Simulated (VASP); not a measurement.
# CoO (F-43m) in VASP: single point with PBE

Aim: the single point of CoO with PBE.

Program: VASP 6.6.1. These are calculated values, not measurements. Logs are shortened: lines on timing, memory, paths and dates and some standing lists are left out, and cuts for length are marked.

**1. The cell of the first run**

Symmetry: F-43m, No. 216, cubic system. The conventional cell has a = 4.500 Å, b = 4.500 Å, c = 4.500 Å, α = 90.00°, β = 90.00°, γ = 90.00°. Co (site symmetry -43m) has 4 O at 1.95 Å within 2.6 Å. O (site symmetry -43m) has 4 Co at 1.95 Å within 2.6 Å.

**2. Single point, PBE, collinear spin, antiferromagnetic start**

File INCAR:

```
SYSTEM = CoO
PREC = Accurate
ENCUT = 520
EDIFF = 1E-6
ISMEAR = 0
SIGMA = 0.1
LREAL = .FALSE.
LASPH = .TRUE.
NELM = 150
ALGO = Normal
ISIF = 2
LWAVE = .FALSE.
LCHARG = .FALSE.
ISPIN = 2
MAGMOM = 3 -3 0 0
LORBIT = 11
LMAXMIX = 4
GGA = PE
NBANDS = 27
```

File KPOINTS:

```
regular mesh
0
G
  16 16 8
  0 0 0
```

File POSCAR:

```
CoO
1.0
    0.0000000000      2.2499728228      2.2499728228
    2.2499728228      0.0000000000      2.2499728228
    4.4999456457      4.4999456457      0.0000000000
Co O
2 2
Direct
    0.0000000000      1.0000000000      1.0000000000
    0.0000000000      1.0000000000      0.5000000000
    0.2500000000      0.2500000000      0.1250000000
    0.2500000000      0.2500000000      0.6250000000
```

Potentials or basis: VASP PAW PBE potentials, release 64 (Co, O).

The run is started by

```sh
$ cat potpaw_PBE.64/Co/POTCAR potpaw_PBE.64/O/POTCAR > POTCAR
$ mpirun -np 1 vasp_std > vasp.out
```

OUTCAR:

```text
SYSTEM = CoO
   PREC = Accurate
   ENCUT = 520
   EDIFF = 1E-6
   ISMEAR = 0
   LREAL = .FALSE.
   LASPH = .TRUE.
   NELM = 150
   ISIF = 2
   ISPIN = 2
   LORBIT = 11
   GGA = PE

 ion  position               nearest neighbor table
   1  0.000  0.000  0.000-   3 1.95   3 1.95   3 1.95   4 1.95
   2  0.000  0.000  0.500-   4 1.95   4 1.95   4 1.95   3 1.95
   3  0.250  0.250  0.125-   1 1.95   1 1.95   1 1.95   2 1.95
   4  0.250  0.250  0.625-   2 1.95   2 1.95   2 1.95   1 1.95

  LATTYP: Found a trigonal (rhomboedric) cell.
 ALAT       =     5.5112853511
 COS(alpha) =     0.8333333333

  Lattice vectors:

 A1 = (   4.4999456457,   2.2499728229,  -2.2499728228)
 A2 = (   2.2499728229,   2.2499728229,  -4.4999456456)
 A3 = (   2.2499728229,   4.4999456457,  -2.2499728228)

Analysis of symmetry for initial positions (statically):
=====================================================================
 Subroutine PRICEL returns following result:

  LATTYP: Found a face centered cubic cell.
 ALAT       =     4.4999456456
[... 12 lines left out ...]
 Subroutine GETGRP returns: Found  6 space group operations
 (whereof  6 operations were pure point group operations)
 out of a pool of 12 trial point group operations.

The static configuration has the point symmetry C_3v.

Analysis of symmetry for dynamics (positions and initial velocities):
=====================================================================
 Subroutine PRICEL returns following result:

  LATTYP: Found a face centered cubic cell.
 ALAT       =     4.4999456456
[... 12 lines left out ...]
 Subroutine GETGRP returns: Found  6 space group operations
 (whereof  6 operations were pure point group operations)
 out of a pool of 12 trial point group operations.

The dynamic configuration has the point symmetry C_3v.

Analysis of structural, dynamic, and magnetic symmetry:
=====================================================================
 Subroutine PRICEL returns following result:

  LATTYP: Found a face centered cubic cell.
 ALAT       =     4.4999456456
[... 12 lines left out ...]
 Subroutine GETGRP returns: Found  6 space group operations
 (whereof  6 operations were pure point group operations)
 out of a pool of 12 trial point group operations.

The overall configuration has the point symmetry C_3v.

 Subroutine INISYM returns: Found  6 space group operations
 (whereof  6 operations are pure point group operations),
 and found     2 'primitive' translations

----------------------------------------------------------------------------------------

                                     Primitive cell

  volume of cell :      22.7804

  direct lattice vectors                    reciprocal lattice vectors
     0.000000000  2.249972823  2.249972823    -0.222224906  0.222224906  0.222224906
     2.249972823  0.000000000  2.249972823     0.222224906 -0.222224906  0.222224906
     2.249972823  2.249972823  0.000000000     0.222224906  0.222224906 -0.222224906

  length of vectors
     3.181942081  3.181942081  3.181942081     0.384904829  0.384904829  0.384904829

  position of ions in fractional coordinates (direct lattice)
     0.000000000  0.000000000  0.000000000
     0.250000000  0.250000000  0.250000000

  ion indices of the primitive-cell ions
   primitive index   ion index
                 1           1
                 2           3

----------------------------------------------------------------------------------------

 KPOINTS: regular mesh

Automatic generation of k-mesh.
 Grid dimensions read from file:
 generate k-points for:   16   16    8

 Generating k-lattice:

  Cartesian coordinates                     Fractional coordinates (reciprocal lattice)
    -0.013889057  0.013889057  0.013889057     0.062500000  0.000000000  0.000000000
     0.013889057 -0.013889057  0.013889057     0.000000000  0.062500000  0.000000000
     0.013889057  0.013889057 -0.013889057     0.000000000  0.000000000  0.125000000

  Length of vectors
     0.024056552  0.024056552  0.024056552

  Shift w.r.t. Gamma in fractional coordinates (k-lattice)
     0.000000000  0.000000000  0.000000000

 -----------------------------------------------------------------------------
|                                                                             |
|           W    W    AA    RRRRR   N    N  II  N    N   GGGG   !!!           |
[... 46 lines left out ...]
 -0.062500  0.062500  0.000000      6.000000
 [... further k-points ...]
   k-points           NKPTS =    213   k-points in BZ     NKDIM =    213   number of bands    NBANDS=     27
   number of dos      NEDOS =    301   number of ions     NIONS =      4
   total plane-waves  NPLWV =  27648
   dimension x,y,z NGX =    24 NGY =   24 NGZ =   48
   dimension x,y,z NGXF=    48 NGYF=   48 NGZF=   96
   ions per type =               2   2
   NGX,Y,Z   is equivalent  to a cutoff of  12.54, 12.54, 12.54 a.u.
   NGXF,Y,Z  is equivalent  to a cutoff of  25.08, 25.08, 25.08 a.u.
 SYSTEM =  CoO
   PREC   = accura    normal or accurate (medium, high low for compatibility)
   ISTART =      0    job   : 0-new  1-cont  2-samecut
   ICHARG =      2    charge: 1-file 2-atom 10-const
   ISPIN  =      2    spin polarized calculation?
   LNONCOLLINEAR =      F non collinear calculations
   LSORBIT =      F    spin-orbit coupling
   LASPH  =      T    aspherical Exc in radial PAW
   ENCUT  =  520.0 eV  38.22 Ry    6.18 a.u.   5.92  5.92 11.83*2*pi/ulx,y,z
   NELM   =    150;   NELMIN=  2; NELMDL= -5     # of ELM steps
   EDIFF  = 0.1E-05   stopping-criterion for ELM
   LREAL  =      F    real-space projection
   EDIFFG = 0.1E-04   stopping-criterion for IOM
   NSW    =      0    number of steps for IOM
   IBRION =     -1    ionic relax: 0-MD 1-quasi-New 2-CG
   NFREE  =      0    steps in history (QN), initial steepest desc. (CG)
   ISIF   =      2    stress and relaxation
   ISYM   =      2    0-nonsym 1-usesym 2-fastsym
   POTIM  = 0.5000    time-step for ionic-motion
   TEBEG  =    0.0;   TEEND  =   0.0 temperature during run
   PSTRESS=    0.0 pullay stress
   NELECT =      30.0000    total number of electrons
   NUPDOWN=      -1.0000    fix difference up-down
   EMIN   =  10.00;   EMAX   =-10.00  energy-range for DOS
   EFERMI =   0.00;   METHOD = LEGACY
   ISMEAR =     0;   SIGMA  =   0.10  broadening in eV -4-tet -1-fermi 0-gaus
   EFERMI_NEDOS =   21; number of points for ismear=-14 and -15
   IALGO  =     38    algorithm
   IMIX   =      4    mixing-type and parameters
     AMIX     =   0.40;   BMIX     =  1.00
     AMIX_MAG =   1.60;   BMIX_MAG =  1.00
  volume/ion in A,a.u.               =      11.39        76.86
  Fermi-wavevector in a.u.,A,eV,Ry     =   1.424245  2.691432 27.599055  2.028473
  Thomas-Fermi vector in A             =   2.544756
   LORBIT       =     11    0 simple, 1 ext, 2 COOP (PROOUT), +10 PAW based schemes
   GGA     = PE    functional components
   LHFCALC =     F    Hartree Fock is set to
   AEXX    =    0.0000 exact exchange contribution
   IVDW    =     0    specifies the selected vdW correction
   LEPSILON=     F    determine dielectric tensor
   LRPA    =     F    only Hartree local field effects (RPA)
 spin polarized calculation
 Gauss-broadening in eV      SIGMA  =   0.10
  energy-cutoff  :      520.00
  volume of cell :       45.56
 maximum number of plane-waves:      1246
   NGX = 11   NGY = 11   NGZ = 23

 number of electron      30.0000022 magnetization       0.0000000

 number of electron      30.0000022 magnetization      -0.0000000

 Free energy of the ion-electron system (eV)
  ---------------------------------------------------
  ext. energy  EPLUGINS =         0.00000000
  ---------------------------------------------------
  free energy    TOTEN  =       -26.90244510 eV

  energy without entropy =      -26.89827919  energy(sigma->0) =      -26.90036214

 E-fermi :   6.3392     XC(G=0): -11.2140

 val. band max:        6.3364316879   @ k =  -0.0625  -0.0625   0.3750
 cond. band min:       6.3617719367   @ k =   0.0000   0.0000   0.5000
 fundamental gap:      0.0253402488
 Fermi energy:         6.3391558173

 spin component 1

 k-point     1 :       0.0000    0.0000    0.0000
  band No.  band energies     occupation
      1     -13.7439      1.00000
      2     -13.0396      1.00000
      3      -0.6977      1.00000
      4       0.1778      1.00000
      5       0.1778      1.00000
      6       0.4024      1.00000
[... 709 lines left out ...]
     26      20.8099      0.00000
     27      24.6590      0.00000

 [... further k-points ...]

 spin component 2

 k-point     1 :       0.0000    0.0000    0.0000
  band No.  band energies     occupation
      1     -13.7439      1.00000
      2     -13.0396      1.00000
      3      -0.6977      1.00000
      4       0.1778      1.00000
      5       0.1778      1.00000
      6       0.4024      1.00000
[... 709 lines left out ...]
     26      20.8099      0.00000
     27      24.6590      0.00000

 [... further k-points ...]

------------------------ aborting loop because EDIFF is reached ----------------------------------------

  FORCE on cell =-STRESS in cart. coord.  units (eV):
  Direction    XX          YY          ZZ          XY          YZ          ZX
  --------------------------------------------------------------------------------------
  -------------------------------------------------------------------------------------
  Total       -0.1551891     -0.1551891     -0.1551891     -0.7203178      0.7203178      0.7203178
  in kB       -5.4573283     -5.4573283     -5.4573283    -25.3304507     25.3304507     25.3304507
  external PRESSURE =      -5.4573283 kB  Pullay stress =       0.0000000 kB

 VOLUME and BASIS-vectors are now :
 -----------------------------------------------------------------------------
  energy-cutoff  :      520.00
  volume of cell :       45.56
      direct lattice vectors                 reciprocal lattice vectors
     0.000000000  2.249972823  2.249972823    -0.222224906  0.222224906  0.222224906
     2.249972823  0.000000000  2.249972823     0.222224906 -0.222224906  0.222224906
     4.499945646  4.499945646  0.000000000     0.111112453  0.111112453 -0.111112453

 POSITION                                       TOTAL-FORCE (eV/Angst)
 -----------------------------------------------------------------------------------
      0.00000      0.00000      0.00000        -0.258545     -0.258545      0.258545
      2.24997      2.24997      0.00000        -0.258545     -0.258545      0.258545
      1.12499      1.12499      1.12499         0.258545      0.258545     -0.258545
      3.37496      3.37496      1.12499         0.258545      0.258545     -0.258545
 -----------------------------------------------------------------------------------
    total drift:                               -0.000472     -0.000472      0.000473

  FREE ENERGIE OF THE ION-ELECTRON SYSTEM (eV)
  ---------------------------------------------------
  free  energy   TOTEN  =       -26.9024451025 eV

  energy  without entropy=      -26.8982791869  energy(sigma->0) =      -26.90036214

 total charge

# of ion       s       p       d       tot
------------------------------------------
    1        0.349   0.449   7.216   8.015
    2        0.349   0.449   7.216   8.015
    3        1.552   3.441   0.000   4.993
    4        1.552   3.441   0.000   4.993
--------------------------------------------------
tot          3.802   7.781  14.433  26.016

 magnetization (x)

# of ion       s       p       d       tot
------------------------------------------
    1        0.009   0.048   2.189   2.246
    2       -0.009  -0.048  -2.189  -2.246
    3        0.011   0.143   0.000   0.154
    4       -0.011  -0.143   0.000  -0.154
--------------------------------------------------
tot          0.000   0.000   0.000   0.000
```

Run time: 5.9 min. Hardware: 1 thread of Intel Xeon Platinum 8488C (Sapphire Rapids), shared host; peak memory 0.46 GiB.

What came out:

```yaml
Free_energy: -26.9024 eV
Pressure: -0.5 GPa
Band_gap_on_the_k_mesh: 0.06 eV
Net_moment: 0.00 μB per cell
Site_moments: Co +2.25, -2.25; O +0.15, -0.15 μB
Valence_electrons_inside_the_program's_atomic_spheres: Co 8.02; O 4.99
```

Caveat: the smearing spreads over this small gap; semilocal functionals underestimate gaps, and a narrow one can read as zero.

The gap in the log of VASP goes by the Fermi energy; the results here count the filled bands.